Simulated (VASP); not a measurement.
# Li2Nb (P6/mmm) in VASP: a series of runs

Runs on Li2Nb. Level: PBE. Tasks: relaxation of cell and atoms, single point.

All numbers are computed with VASP 6.6.1; they aren't measurements. Logs are shortened: lines on timing, memory, paths and dates and some standing lists are left out, and cuts for length are marked.

## Step 1: The cell of the first run

It takes space group P6/mmm (No. 191, hexagonal). The conventional cell has a = 4.255 Å, b = 4.255 Å, c = 2.711 Å, α = 90.00°, β = 90.00°, γ = 120.00°. Li (site symmetry -6m2) has 5 Li at 2.46 to 2.71 Å and 6 Nb at 2.81 Å within 3.2 Å. Within 3.6 Å of Nb (site symmetry 6/mmm) lie 2 Nb at 2.71 Å and 12 Li at 2.81 Å.

## Step 2: Relaxation of cell and atoms, PBE

File INCAR:

```
SYSTEM = Li2Nb
  ALGO = Normal
  EDIFF = 1E-6
  EDIFFG = -0.04
  ENCUT = 600
  GGA = PE
  IBRION = 2
  ISIF = 3
  ISMEAR = 0
  LASPH = .TRUE.
  LCHARG = .FALSE.
  LREAL = .FALSE.
  LWAVE = .FALSE.
  NELM = 60
  NSW = 90
  PREC = Accurate
  SIGMA = 0.1
```

File KPOINTS:

```
k-points
0
G
  6 6 6
  0 0 0
```

File POSCAR:

```
Li2Nb
1.0
    4.2546082300      0.0000000000      0.0000000000
   -2.1273041100      3.6845988100      0.0000000000
    0.0000000000      0.0000000000      2.7114028800
Li Nb
2 1
Direct
    0.3333333300      0.6666666700      0.5000000000
    0.6666666700      0.3333333300      0.5000000000
    0.0000000000      0.0000000000      0.0000000000
```

Potentials or basis: VASP PAW PBE potentials, release 64 (Li_sv, Nb_sv).

Command:

```console
$ cat potpaw_PBE.64/Li_sv/POTCAR potpaw_PBE.64/Nb_sv/POTCAR > POTCAR
$ mpirun -np 1 vasp_std > vasp.out
```

OUTCAR:

```text
SYSTEM = Li2Nb
   EDIFF = 1E-6
   EDIFFG = -0.04
   ENCUT = 600
   GGA = PE
   IBRION = 2
   ISIF = 3
   ISMEAR = 0
   LASPH = .TRUE.
   LREAL = .FALSE.
   NELM = 60
   NSW = 90
   PREC = Accurate

 ion  position               nearest neighbor table
   1  0.333  0.667  0.500-   2 2.46   2 2.46   2 2.46   3 2.81   3 2.81   3 2.81   3 2.81   3 2.81
                             3 2.81
   2  0.667  0.333  0.500-   1 2.46   1 2.46   1 2.46   3 2.81   3 2.81   3 2.81   3 2.81   3 2.81
                             3 2.81
   3  0.000  0.000  0.000-   1 2.81   2 2.81   1 2.81   2 2.81   1 2.81   1 2.81   2 2.81   2 2.81
                             2 2.81   2 2.81   1 2.81   1 2.81

  LATTYP: Found a hexagonal cell.
 ALAT       =     4.2546082300
 C/A-ratio  =     0.6372861456

  Lattice vectors:

 A1 = (   4.2546082300,   0.0000000000,   0.0000000000)
 A2 = (  -2.1273041100,   3.6845988100,   0.0000000000)
 A3 = (   0.0000000000,   0.0000000000,   2.7114028800)

Analysis of symmetry for initial positions (statically):
=====================================================================
 Subroutine PRICEL returns:
 Original cell was already a primitive cell.

 Routine SETGRP: Setting up the symmetry group for a
 hexagonal supercell.

 Subroutine GETGRP returns: Found 24 space group operations
 (whereof 24 operations were pure point group operations)
 out of a pool of 24 trial point group operations.

The static configuration has the point symmetry D_6h.

Analysis of symmetry for dynamics (positions and initial velocities):
=====================================================================
 Subroutine PRICEL returns:
 Original cell was already a primitive cell.

 Routine SETGRP: Setting up the symmetry group for a
 hexagonal supercell.

 Subroutine GETGRP returns: Found 24 space group operations
 (whereof 24 operations were pure point group operations)
 out of a pool of 24 trial point group operations.

The dynamic configuration has the point symmetry D_6h.

 Subroutine INISYM returns: Found 24 space group operations
 (whereof 24 operations are pure point group operations),
 and found     1 'primitive' translations

----------------------------------------------------------------------------------------

                                     Primitive cell

  volume of cell :      42.5054

  direct lattice vectors                    reciprocal lattice vectors
     4.254608230  0.000000000  0.000000000     0.235039267  0.135699984  0.000000000
    -2.127304110  3.684598810  0.000000000     0.000000000  0.271399968  0.000000000
     0.000000000  0.000000000  2.711402880     0.000000000  0.000000000  0.368812768

  length of vectors
     4.254608230  4.254608227  2.711402880     0.271399968  0.271399968  0.368812768

  position of ions in fractional coordinates (direct lattice)
     0.333333330  0.666666670  0.500000000
     0.666666670  0.333333330  0.500000000
     0.000000000  0.000000000  0.000000000

  ion indices of the primitive-cell ions
   primitive index   ion index
                 1           1
                 2           2
                 3           3

----------------------------------------------------------------------------------------

 KPOINTS: k-points

Automatic generation of k-mesh.
 Grid dimensions read from file:
 generate k-points for:    6    6    6

 Generating k-lattice:

  Cartesian coordinates                     Fractional coordinates (reciprocal lattice)
     0.039173211  0.022616664  0.000000000     0.166666667  0.000000000  0.000000000
     0.000000000  0.045233328  0.000000000     0.000000000  0.166666667  0.000000000
     0.000000000  0.000000000  0.061468795     0.000000000  0.000000000  0.166666667

  Length of vectors
     0.045233328  0.045233328  0.061468795

  Shift w.r.t. Gamma in fractional coordinates (k-lattice)
     0.000000000  0.000000000  0.000000000

 Subroutine IBZKPT returns following result:
 ===========================================

 Found     28 irreducible k-points:

 Following reciprocal coordinates:
            Coordinates               Weight
  0.000000  0.000000  0.000000      1.000000
  0.166667 -0.000000  0.000000      6.000000
  0.333333 -0.000000  0.000000      6.000000
  0.500000 -0.000000  0.000000      3.000000
  0.166667  0.166667  0.000000      6.000000
  0.333333  0.166667  0.000000     12.000000
[... 16 lines left out ...]
  0.166667 -0.000000  0.500000      6.000000
  0.333333 -0.000000  0.500000      6.000000
 [... further k-points ...]
   k-points           NKPTS =     28   k-points in BZ     NKDIM =     28   number of bands    NBANDS=     13
   number of dos      NEDOS =    301   number of ions     NIONS =      3
   total plane-waves  NPLWV =  31104
   dimension x,y,z NGX =    36 NGY =   36 NGZ =   24
   dimension x,y,z NGXF=    72 NGYF=   72 NGZF=   48
   ions per type =               2   1
   NGX,Y,Z   is equivalent  to a cutoff of  14.07, 14.07, 14.72 a.u.
   NGXF,Y,Z  is equivalent  to a cutoff of  28.13, 28.13, 29.43 a.u.
 SYSTEM =  Li2Nb
   PREC   = accura    normal or accurate (medium, high low for compatibility)
   ISTART =      0    job   : 0-new  1-cont  2-samecut
   ICHARG =      2    charge: 1-file 2-atom 10-const
   ISPIN  =      1    spin polarized calculation?
   LNONCOLLINEAR =      F non collinear calculations
   LSORBIT =      F    spin-orbit coupling
   LASPH  =      T    aspherical Exc in radial PAW
   ENCUT  =  600.0 eV  44.10 Ry    6.64 a.u.   8.50  8.50  5.42*2*pi/ulx,y,z
   NELM   =     60;   NELMIN=  2; NELMDL= -5     # of ELM steps
   EDIFF  = 0.1E-05   stopping-criterion for ELM
   LREAL  =      F    real-space projection
   EDIFFG = -.4E-01   stopping-criterion for IOM
   NSW    =     90    number of steps for IOM
   IBRION =      2    ionic relax: 0-MD 1-quasi-New 2-CG
   NFREE  =      1    steps in history (QN), initial steepest desc. (CG)
   ISIF   =      3    stress and relaxation
   ISYM   =      2    0-nonsym 1-usesym 2-fastsym
   POTIM  = 0.5000    time-step for ionic-motion
   TEBEG  =    0.0;   TEEND  =   0.0 temperature during run
   PSTRESS=    0.0 pullay stress
   NELECT =      19.0000    total number of electrons
   NUPDOWN=      -1.0000    fix difference up-down
   EMIN   =  10.00;   EMAX   =-10.00  energy-range for DOS
   EFERMI =   0.00;   METHOD = LEGACY
   ISMEAR =     0;   SIGMA  =   0.10  broadening in eV -4-tet -1-fermi 0-gaus
   EFERMI_NEDOS =   21; number of points for ismear=-14 and -15
   IALGO  =     38    algorithm
   IMIX   =      4    mixing-type and parameters
     AMIX     =   0.40;   BMIX     =  1.00
     AMIX_MAG =   1.60;   BMIX_MAG =  1.00
  volume/ion in A,a.u.               =      14.17        95.61
  Fermi-wavevector in a.u.,A,eV,Ry     =   1.251732  2.365431 21.318063  1.566833
  Thomas-Fermi vector in A             =   2.385666
   LORBIT       =      0    0 simple, 1 ext, 2 COOP (PROOUT), +10 PAW based schemes
   GGA     = PE    functional components
   LHFCALC =     F    Hartree Fock is set to
   AEXX    =    0.0000 exact exchange contribution
   IVDW    =     0    specifies the selected vdW correction
   LEPSILON=     F    determine dielectric tensor
   LRPA    =     F    only Hartree local field effects (RPA)
 conjugate gradient relaxation of ions
 non-spin polarized calculation
 Gauss-broadening in eV      SIGMA  =   0.10
  energy-cutoff  :      600.00
  volume of cell :       42.51
 maximum number of plane-waves:      1451
 NGX is ok and might be reduce to    36

--------------------------------------- Ionic step        1  -------------------------------------------

 number of electron      18.9999989 magnetization

 Free energy of the ion-electron system (eV)
  ---------------------------------------------------
  ext. energy  EPLUGINS =         0.00000000
  ---------------------------------------------------
  free energy    TOTEN  =       -12.29470446 eV

  energy without entropy =      -12.27493498  energy(sigma->0) =      -12.28481972

 E-fermi :   5.9465     XC(G=0): -10.1970

 val. band max:        5.9169263567   @ k =   0.3333   0.1667   0.1667
 cond. band min:       5.9542729880   @ k =   0.3333   0.3333   0.3333
 fundamental gap:      0.0373466313
 Fermi energy:         5.9465458102

 k-point     1 :       0.0000    0.0000    0.0000
  band No.  band energies     occupation
      1     -48.7450      2.00000
      2     -38.9854      2.00000
      3     -38.8889      2.00000
      4     -24.8816      2.00000
      5     -24.8816      2.00000
      6     -23.9153      2.00000
      7       1.1847      2.00000
      8       3.9961      2.00000
      9       4.4448      2.00000
     10       4.4448      2.00000
     11       9.4741      0.00000
     12       9.4741      0.00000
     13      10.8164      0.00000
[... 353 lines left out ...]
 k-point    24 :       0.3333   -0.0000    0.5000
  band No.  band energies     occupation
      1     -48.5603      2.00000
      2     -38.9398      2.00000
      3     -38.8859      2.00000
      4     -25.3139      2.00000
      5     -24.7237      2.00000
      6     -24.7122      2.00000
      7       3.8521      2.00000
      8       4.1358      2.00000
      9       4.7482      2.00000
     10       6.1357      0.00747
     11       7.3926      0.00000
     12       8.0070      0.00000
     13      10.2189      0.00000

 [... further k-points ...]
[... 5 lines left out ...]
  --------------------------------------------------------------------------------------
  -------------------------------------------------------------------------------------
  Total        2.8825689      2.8825689     -0.9253516      0.0000000     -0.0000000     -0.0000000
  in kB      108.6541795    108.6541795    -34.8797638      0.0000001     -0.0000000     -0.0000000
  external PRESSURE =      60.8095317 kB  Pullay stress =       0.0000000 kB
[... 207 lines left out ...]
  energy  without entropy=      -12.6202897652  energy(sigma->0) =      -12.62651794

--------------------------------------- Ionic step        7  -------------------------------------------

 number of electron      19.0000012 magnetization

 Free energy of the ion-electron system (eV)
  ---------------------------------------------------
  ext. energy  EPLUGINS =         0.00000000
  ---------------------------------------------------
  free energy    TOTEN  =       -12.63364997 eV

  energy without entropy =      -12.62019775  energy(sigma->0) =      -12.62692386

 E-fermi :   4.7571     XC(G=0):  -9.5270

 val. band max:        4.7418291588   @ k =   0.5000  -0.0000   0.1667
 cond. band min:       4.7743398356   @ k =   0.5000  -0.0000   0.0000
 fundamental gap:      0.0325106767
 Fermi energy:         4.7571425236

 k-point     1 :       0.0000    0.0000    0.0000
  band No.  band energies     occupation
      1     -50.1046      2.00000
      2     -40.5479      2.00000
      3     -40.5136      2.00000
      4     -26.2737      2.00000
      5     -26.2737      2.00000
      6     -24.7428      2.00000
      7       0.2025      2.00000
      8       2.5806      2.00000
      9       3.1745      2.00000
     10       3.1745      2.00000
     11       8.0474      0.00000
     12       8.0475      0.00000
     13       8.9525      0.00000
[... 353 lines left out ...]
 k-point    24 :       0.3333   -0.0000    0.5000
  band No.  band energies     occupation
      1     -49.7917      2.00000
      2     -40.5005      2.00000
      3     -40.4824      2.00000
      4     -26.8428      2.00000
      5     -26.0070      2.00000
      6     -26.0045      2.00000
      7       2.6398      2.00000
      8       2.8070      2.00000
      9       4.3143      2.00000
     10       5.3780      0.00000
     11       6.1579      0.00000
     12       7.3703      0.00000
     13       8.4758      0.00000

 [... further k-points ...]
[... 5 lines left out ...]
  --------------------------------------------------------------------------------------
  -------------------------------------------------------------------------------------
  Total        0.0423083      0.0423083      0.0048465      0.0000000     -0.0000000      0.0000000
  in kB        1.3625681      1.3625681      0.1560849      0.0000000     -0.0000000      0.0000000
  external PRESSURE =       0.9604071 kB  Pullay stress =       0.0000000 kB
[... 18 lines left out ...]
  FREE ENERGIE OF THE ION-ELECTRON SYSTEM (eV)
  ---------------------------------------------------
  free  energy   TOTEN  =       -12.6336499718 eV

  energy  without entropy=      -12.6201977455  energy(sigma->0) =      -12.62692386

 reached required accuracy - stopping structural energy minimisation
```

Run time: 78 s. Hardware: 1 thread of Intel Xeon Platinum 8259CL at 2.50GHz (Skylake/Cascade Lake), shared host; peak memory 0.19 GiB.

What came out:

```
Free energy                            : -12.6336 eV
Relaxed volume                         : 16.58 Å³/atom
Relaxed cell                           : a = 4.728 Å, b = 4.728 Å, c = 2.570 Å, α = 90.00°, β = 90.00°, γ = 120.00°
Space group after relaxing (to 0.05 Å) : P6/mmm (No. 191)
Energy gained by relaxing              : 113.0 meV/atom
Ionic steps                            : 7
Pressure after relaxing                : 0.1 GPa
```

Stress tensor (GPa, compression positive):
```
0.14 0.00 0.00
0.00 0.14 0.00
0.00 0.00 0.02
```

Step by step:
| step | energy change (eV) | largest force (eV/Å) | pressure (GPa) | volume (Å³) |
| --- | --- | --- | --- | --- |
| 1 | 0.0000 | 0.0000 | 6.08 | 42.51 |
| 2 | -0.2286 | 0.0000 | 2.13 | 45.84 |
| 3 | -0.3265 | 0.0000 | -0.92 | 49.65 |
| 4 | -0.3293 | 0.0000 | -1.24 | 50.24 |
| 5 | -0.3299 | 0.0000 | -1.43 | 50.59 |
| 6 | -0.3380 | 0.0000 | 0.53 | 49.50 |
| 7 | -0.3389 | 0.0000 | 0.10 | 49.75 |

Final structure:
```xyz
3
Lattice="4.7280 0.0000 0.0000 -2.3640 4.0946 0.0000 0.0000 0.0000 2.5697" Properties=species:S:1:pos:R:3 pbc="T T T"
Li    0.0000    2.7297    1.2849
Li    2.3640    1.3649    1.2849
Nb    0.0000    0.0000    0.0000
```

Levels at points of the mesh, in eV from the Fermi level:
```
           k point  band 5  band 6  band 7  band 8  band 9  band 10  band 11  band 12  band 13
(0.00, 0.00, 0.00)  -31.03  -29.50   -4.55   -2.18   -1.58    -1.58     3.29     3.29     4.20
(0.50, 0.00, 0.00)  -31.03  -29.50   -3.46   -2.04   -1.82    -0.22     0.02     0.33     4.10
(0.00, 0.00, 0.50)  -30.76  -30.76   -1.77   -1.77   -1.48     0.99     0.99     2.06     5.95
(0.50, 0.00, 0.50)  -30.77  -30.76   -2.22   -2.01   -0.11     1.19     1.57     2.18     2.77
```

Caveat: the k points lie up to 0.41 Å⁻¹ apart in the final cell; the cutoff is under 1.25 times the usual one of these potentials, so pressure, stress and relaxed cells hold a basis-set (Pulay) error; the volume moved by over 15 % at a fixed basis, so the end points are rough.

## Step 3: Single point, PBE

This run uses another cell than the first one: it holds 6 atoms, not 3.

File INCAR:

```
PREC     = Accurate       # precision mode
ENCUT    = 520            # plane-wave cutoff, eV
EDIFF    = 1E-6           # SCF threshold, eV
ISMEAR   = 0              # smearing method
SIGMA    = 0.1            # smearing width, eV
LREAL    = F              # projectors in reciprocal space
LASPH    = T              # aspherical terms in the spheres
NELM     = 80             # most SCF steps
ALGO     = Normal         # electronic algorithm
ISIF     = 2              # what is computed and relaxed
LWAVE    = F              # write WAVECAR
LCHARG   = T              # write CHGCAR
GGA      = PE             # functional
LELF     = T              # ELF
LVHAR    = T            
NBANDS   = 28             # bands
```

File KPOINTS:

```
regular mesh
0
Gamma
  6 6 4
```

File POSCAR:

```
Li2Nb
1.0
    4.7736504271      0.0000000000      0.0000000000
   -2.3868252135      4.1341025387      0.0000000000
    0.0000000000      0.0000000000      5.0758525152
Li Nb
4 2
Direct
    0.3333333333      0.6666666667      0.0000000000
    0.3333333333      0.6666666667      0.5000000000
    0.6666666667      0.3333333333      0.0000000000
    0.6666666667      0.3333333333      0.5000000000
    0.0000000000      0.0000000000      0.7296180888
    0.0000000000      0.0000000000      0.2703819112
```

Potentials or basis: VASP PAW PBE potentials, release 64 (Li_sv, Nb_sv).

Command:

```console
$ cat potpaw_PBE.64/Li_sv/POTCAR potpaw_PBE.64/Nb_sv/POTCAR > POTCAR
$ mpirun -np 1 vasp_std > vasp.out
```

Run time: 46 s. Hardware: 1 thread of Intel Xeon Platinum 8259CL at 2.50GHz (Skylake/Cascade Lake), shared host; peak memory 0.23 GiB.

It converged, with:

- Free energy: -25.2720 eV
- Largest force: 0.051 eV/Å
- Band gap on the k mesh: zero (band 19 reaches 5.10 eV, above the bottom of band 20 at 4.46 eV)

Forces on the atoms (eV/Å):
```
Li   0.000  0.000  0.000
Li   0.000  0.000  0.000
Li   0.000  0.000  0.000
Li   0.000  0.000  0.000
Nb   0.000  0.000  0.051
Nb   0.000  0.000 -0.051
```

Levels at points of the mesh, in eV from the Fermi level:
```csv
k point,band 16,band 17,band 18,band 19,band 20,band 21,band 22,band 23
"(0.00, 0.00, 0.00)",-2.00,-1.56,-1.56,-1.23,1.21,1.21,2.38,3.24
"(0.50, 0.00, 0.00)",-2.20,-1.77,-0.31,-0.02,0.13,0.35,1.31,1.77
"(0.00, 0.00, 0.50)",-0.77,-0.69,-0.69,-0.17,-0.17,0.52,0.52,0.79
"(0.50, 0.00, 0.50)",-1.57,-1.09,-0.25,0.25,0.47,0.55,0.85,1.02
```

Caveat: the cutoff is under 1.25 times the usual one of these potentials, so pressure, stress and relaxed cells hold a basis-set (Pulay) error.

(Continued in part 2 of 2.)
